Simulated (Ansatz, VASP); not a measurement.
# GaN: VASP beside Ansatz

```
CELL_PARAMETERS angstrom
4.54848 0.00000 0.00000
0.00000 -4.54848 0.00000
0.00000 0.00000 -4.54848
ATOMIC_POSITIONS crystal
Ga 0.00000 0.00000 0.00000
Ga 0.50000 0.50000 0.00000
Ga 0.50000 0.00000 0.50000
Ga 0.00000 0.50000 0.50000
N 0.75000 0.75000 0.75000
N 0.25000 0.25000 0.75000
N 0.25000 0.75000 0.25000
N 0.75000 0.25000 0.25000
```

Alike in both runs: task single point; functional PBE; k mesh 6 × 6 × 6; occupations gaussian, width 0.05 eV; no spin polarisation.

```csv
,VASP,Ansatz
version,VASP 6.6.1,Ansatz 0.2.0
potentials or method,"VASP PAW PBE potentials, release 64 (Ga_d, N), cutoff 520 eV","scalar-relativistic, plane waves, PAW"
valence electrons in the cell,72,72
```

```tsv
	VASP	Ansatz	Ansatz less VASP
gap on the k mesh at the Fermi level (eV)	1.55	1.54	-0.007
least direct gap on the mesh (eV)	1.55	1.54	-0.007
pressure (GPa)	0.1	0.0	-0.12
```

With one functional, cell and mesh, what is left measures potentials, basis and numerics.
